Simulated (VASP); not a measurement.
Input of a VASP 6.6.1 run:

The input INCAR:

```
  PREC = Accurate
  ENCUT = 520
  EDIFF = 1E-8
  ISMEAR = 0
  SIGMA = 0.01
  LREAL = False
  LASPH = True
  NELM = 80
  ALGO = Normal
  ISIF = 2
  LWAVE = False
  LCHARG = False
  GGA = PE
  LEPSILON = True
```

File KPOINTS:

```
Automatic mesh
0
Gamma
  6 6 6
```

File POSCAR:

```
ZnSe
1.0
    0.0000000000      2.8324246721      2.8324246721
    2.8324246721      0.0000000000      2.8324246721
    2.8324246721      2.8324246721      0.0000000000
Zn Se
1 1
Direct
    0.0000000000      0.0000000000      0.0000000000
    0.2500000000      0.2500000000      0.2500000000
```

Potentials or basis: VASP PAW PBE potentials, release 64 (Zn, Se).

The run is started by

```sh
$ cat potpaw_PBE.64/Zn/POTCAR potpaw_PBE.64/Se/POTCAR > POTCAR
$ mpirun -np 1 vasp_std > vasp.out
```

Q: Predict the electronic dielectric tensor (diagonal).

A: 8.94.

Q: Estimate the Born charges (mean of the diagonal).

A: Zn +2.18; Se -2.18 e.

Q: Predict the band gap on the k mesh.

A: 1.29 eV, direct.

Electronic dielectric tensor:
```
8.94 0.00 0.00
0.00 8.94 0.00
0.00 0.00 8.94
```

As with any semilocal functional, this PBE gap is likely too small.
